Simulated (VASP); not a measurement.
# Cr (Im-3m) in VASP: relaxation of cell and atoms with PBE

Aim: the relaxation of cell and atoms of Cr with PBE.

Everything below comes from runs of VASP 6.6.1. Logs are shortened: lines on timing, memory, paths and dates and some standing lists are left out, and cuts for length are marked.

**1. The cell of the first run**

It takes space group Im-3m (No. 229, cubic). The conventional cell has a = 2.863 Å, b = 2.863 Å, c = 2.863 Å, α = 90.00°, β = 90.00°, γ = 90.00°. Cr (site symmetry m-3m) has 14 Cr at 2.48 to 2.86 Å within 3.3 Å.

**2. Relaxation of cell and atoms, PBE, collinear spin, antiferromagnetic start**

INCAR reads:

```
SYSTEM = Cr
PREC     = Accurate       ! precision mode
ENCUT    = 600            ! plane-wave cutoff, eV
EDIFF    = 1E-6           ! SCF threshold, eV
ISMEAR   = 0              ! smearing method
SIGMA    = 0.1            ! smearing width, eV
LREAL    = .False.        ! projectors in reciprocal space
LASPH    = .True.         ! aspherical terms in the spheres
NELM     = 150            ! most SCF steps
ALGO     = Normal         ! electronic algorithm
ISIF     = 3              ! what is computed and relaxed
LWAVE    = .False.        ! write WAVECAR
LCHARG   = .False.        ! write CHGCAR
ISPIN    = 2              ! spin polarisation
MAGMOM   = -1 1           ! initial moments
LORBIT   = 11             ! projections on sites
LMAXMIX  = 4              ! l up to which the mixer works
GGA      = PE             ! functional
IBRION   = 2              ! ionic algorithm
NSW      = 100            ! ionic steps
EDIFFG   = -0.005         ! ionic threshold
```

KPOINTS reads:

```
regular mesh
0
Gamma
  14 14 14
  0 0 0
```

POSCAR reads:

```
Cr
1.0
    2.8634998919      0.0000000000      0.0000000000
    0.0000000000      2.8634998919      0.0000000000
    0.0000000000      0.0000000000      2.8634998919
Cr
2
Direct
    0.0000000000      0.0000000000      0.0000000000
    0.5000000000      0.5000000000      0.5000000000
```

Potentials or basis: VASP PAW PBE potentials, release 64 (Cr_pv).

Launch:

```
> cat potpaw_PBE.64/Cr_pv/POTCAR > POTCAR
> mpirun -np 1 vasp_std > vasp.out
```

OUTCAR:

```text
SYSTEM = Cr
   PREC = Accurate
   ENCUT = 600
   EDIFF = 1E-6
   ISMEAR = 0
   LREAL = .False.
   LASPH = .True.
   NELM = 150
   ISIF = 3
   ISPIN = 2
   LORBIT = 11
   GGA = PE
   IBRION = 2
   NSW = 100
   EDIFFG = -0.005

 ion  position               nearest neighbor table
   1  0.000  0.000  0.000-   2 2.48   2 2.48   2 2.48   2 2.48   2 2.48   2 2.48   2 2.48   2 2.48

   2  0.500  0.500  0.500-   1 2.48   1 2.48   1 2.48   1 2.48   1 2.48   1 2.48   1 2.48   1 2.48

  LATTYP: Found a simple cubic cell.
 ALAT       =     2.8634998919

  Lattice vectors:

 A1 = (   2.8634998919,   0.0000000000,   0.0000000000)
 A2 = (   0.0000000000,   2.8634998919,   0.0000000000)
 A3 = (   0.0000000000,   0.0000000000,   2.8634998919)

Analysis of symmetry for initial positions (statically):
=====================================================================
 Subroutine PRICEL returns following result:

  LATTYP: Found a body centered cubic cell.
 ALAT       =     2.8634998919
[... 12 lines left out ...]
 Subroutine GETGRP returns: Found 48 space group operations
 (whereof 48 operations were pure point group operations)
 out of a pool of 48 trial point group operations.

The static configuration has the point symmetry O_h .

Analysis of symmetry for dynamics (positions and initial velocities):
=====================================================================
 Subroutine PRICEL returns following result:

  LATTYP: Found a body centered cubic cell.
 ALAT       =     2.8634998919
[... 12 lines left out ...]
 Subroutine GETGRP returns: Found 48 space group operations
 (whereof 48 operations were pure point group operations)
 out of a pool of 48 trial point group operations.

The dynamic configuration has the point symmetry O_h .

Analysis of structural, dynamic, and magnetic symmetry:
=====================================================================
 Subroutine PRICEL returns following result:

  LATTYP: Found a body centered cubic cell.
 ALAT       =     2.8634998919
[... 12 lines left out ...]
 Subroutine GETGRP returns: Found 48 space group operations
 (whereof 48 operations were pure point group operations)
 out of a pool of 48 trial point group operations.

The overall configuration has the point symmetry O_h .

 Subroutine INISYM returns: Found 48 space group operations
 (whereof 48 operations are pure point group operations),
 and found     2 'primitive' translations

----------------------------------------------------------------------------------------

                                     Primitive cell

  volume of cell :      11.7398

  direct lattice vectors                    reciprocal lattice vectors
     1.431749946  1.431749946 -1.431749946     0.349222992  0.349222992  0.000000000
[... 104 lines left out ...]
     AMIX_MAG =   1.60;   BMIX_MAG =  1.00
  volume/ion in A,a.u.               =      11.74        79.22
  Fermi-wavevector in a.u.,A,eV,Ry     =   1.649104  3.116355 37.001647  2.719544
  Thomas-Fermi vector in A             =   2.738280
   LORBIT       =     11    0 simple, 1 ext, 2 COOP (PROOUT), +10 PAW based schemes
   GGA     = PE    functional components
   LHFCALC =     F    Hartree Fock is set to
   AEXX    =    0.0000 exact exchange contribution
   IVDW    =     0    specifies the selected vdW correction
   LEPSILON=     F    determine dielectric tensor
   LRPA    =     F    only Hartree local field effects (RPA)
 conjugate gradient relaxation of ions
 spin polarized calculation
 Gauss-broadening in eV      SIGMA  =   0.10
  energy-cutoff  :      600.00
  volume of cell :       23.48
 maximum number of plane-waves:       804
 NGX is ok and might be reduce to    24
   NGX = 11   NGY = 11   NGZ = 11

--------------------------------------- Ionic step        1  -------------------------------------------

 number of electron      23.9999978 magnetization      -0.0000000

 number of electron      23.9999978 magnetization       0.0000000

 Free energy of the ion-electron system (eV)
  ---------------------------------------------------
  ext. energy  EPLUGINS =         0.00000000
  ---------------------------------------------------
  free energy    TOTEN  =       -19.06310056 eV

  energy without entropy =      -19.06025734  energy(sigma->0) =      -19.06167895

------------------------ aborting loop because EDIFF is reached ----------------------------------------

  FORCE on cell =-STRESS in cart. coord.  units (eV):
  Direction    XX          YY          ZZ          XY          YZ          ZX
  --------------------------------------------------------------------------------------
  -------------------------------------------------------------------------------------
  Total        0.0555242      0.0555242      0.0555242     -0.0000000      0.0000000     -0.0000000
  in kB        3.7887983      3.7887983      3.7887983     -0.0000000      0.0000000     -0.0000000
  external PRESSURE =       3.7887983 kB  Pullay stress =       0.0000000 kB
[... 63 lines left out ...]
 number of electron      23.9999978 magnetization      -0.0000000

 number of electron      23.9999978 magnetization       0.0000000

 Free energy of the ion-electron system (eV)
  ---------------------------------------------------
  ext. energy  EPLUGINS =         0.00000000
  ---------------------------------------------------
  free energy    TOTEN  =       -19.06314797 eV

  energy without entropy =      -19.06032189  energy(sigma->0) =      -19.06173493

 E-fermi :  10.6805     XC(G=0): -13.5506

 val. band max:       10.6685671418   @ k =   0.3571   0.0714   0.0714
 cond. band min:      10.7004692348   @ k =   0.4286   0.1429   0.0000
 fundamental gap:      0.0319020930
 Fermi energy:        10.6804663329

 spin component 1

 k-point     1 :       0.0000    0.0000    0.0000
  band No.  band energies     occupation
      1     -32.8480      1.00000
      2     -32.8480      1.00000
      3     -32.8480      1.00000
      4     -31.5920      1.00000
      5     -31.5920      1.00000
      6     -31.5920      1.00000
[... 435 lines left out ...]
      5     -31.6451      1.00000
      6     -31.6434      1.00000
[... 8 lines left out ...]
     15      12.0317      0.00000
     16      12.3479      0.00000

 [... further k-points ...]

 spin component 2

 k-point     1 :       0.0000    0.0000    0.0000
  band No.  band energies     occupation
      1     -32.8480      1.00000
      2     -32.8480      1.00000
      3     -32.8480      1.00000
      4     -31.5920      1.00000
      5     -31.5920      1.00000
      6     -31.5920      1.00000
[... 476 lines left out ...]
  FREE ENERGIE OF THE ION-ELECTRON SYSTEM (eV)
  ---------------------------------------------------
  free  energy   TOTEN  =       -19.0631479672 eV

  energy  without entropy=      -19.0603218871  energy(sigma->0) =      -19.06173493

 reached required accuracy - stopping structural energy minimisation

 total charge

# of ion       s       p       d       tot
------------------------------------------
    1        0.434   6.393   4.196  11.022
    2        0.434   6.393   4.196  11.022
--------------------------------------------------
tot          0.867  12.785   8.391  22.044

 magnetization (x)

# of ion       s       p       d       tot
------------------------------------------
    1       -0.014  -0.008  -1.082  -1.104
    2        0.014   0.008   1.082   1.104
--------------------------------------------------
tot         -0.000   0.000   0.000  -0.000
```

Run time: 3.5 min. Hardware: 1 thread of Intel Xeon Platinum 8259CL at 2.50GHz (Skylake/Cascade Lake), shared host; peak memory 0.21 GiB.

Results:

```yaml
Free_energy: -19.0631 eV
Relaxed_volume: 11.76 Å³/atom
Relaxed_cell: a = 2.865 Å, b = 2.865 Å, c = 2.865 Å, α = 90.00°, β = 90.00°, γ = 90.00°
Space_group_after_relaxing_to_0.1_Å: Im-3m (No. 229)
Energy_gained_by_relaxing: 0.0 meV/atom
Ionic_steps: 3
Pressure_after_relaxing: -0.1 GPa
Band_gap_on_the_k_mesh: zero (filled and empty bands overlap)
Net_moment: 0.00 μB per cell
Site_moments: Cr -1.10, +1.10 μB
Valence_electrons_inside_the_program's_atomic_spheres: Cr 11.02
```

Final structure:
```
Cr
1.0
     2.86531    0.00000    0.00000
     0.00000    2.86531    0.00000
     0.00000    0.00000    2.86531
Cr
2
Cartesian
  0.0000 0.0000 0.0000
  1.4327 1.4327 1.4327
```

Levels at points of the mesh, in eV from the Fermi level:
Spin up:
```csv
k point,band 9,band 10,band 11,band 12,band 13,band 14,band 15,band 16
"(0.00, 0.00, 0.00)",-4.14,-0.86,-0.86,-0.86,1.27,1.27,2.62,2.62
"(0.50, 0.00, 0.00)",-2.02,-1.27,-0.79,-0.79,0.22,0.23,0.23,1.37
"(0.50, 0.50, 0.00)",-2.34,-2.34,1.12,1.12,1.12,1.13,1.37,2.02
"(0.50, 0.50, 0.50)",-2.54,-1.85,-1.85,-1.85,1.18,1.18,2.09,2.09
```
Spin down:
| k point | band 10 | band 11 | band 12 | band 13 | band 14 | band 15 |
| --- | --- | --- | --- | --- | --- | --- |
| (0.00, 0.00, 0.00) | -0.86 | -0.86 | -0.86 | 1.27 | 1.27 | 2.62 |
| (0.50, 0.00, 0.00) | -1.27 | -0.79 | -0.79 | 0.22 | 0.23 | 0.23 |
| (0.50, 0.50, 0.00) | -2.34 | 1.12 | 1.12 | 1.12 | 1.13 | 1.37 |
| (0.50, 0.50, 0.50) | -1.85 | -1.85 | -1.85 | 1.18 | 1.18 | 2.09 |

Caveat: the antiferromagnetic order is the one typed at the start, and another may lie lower.

The gap in the log of VASP goes by the Fermi energy; the results here count the filled bands.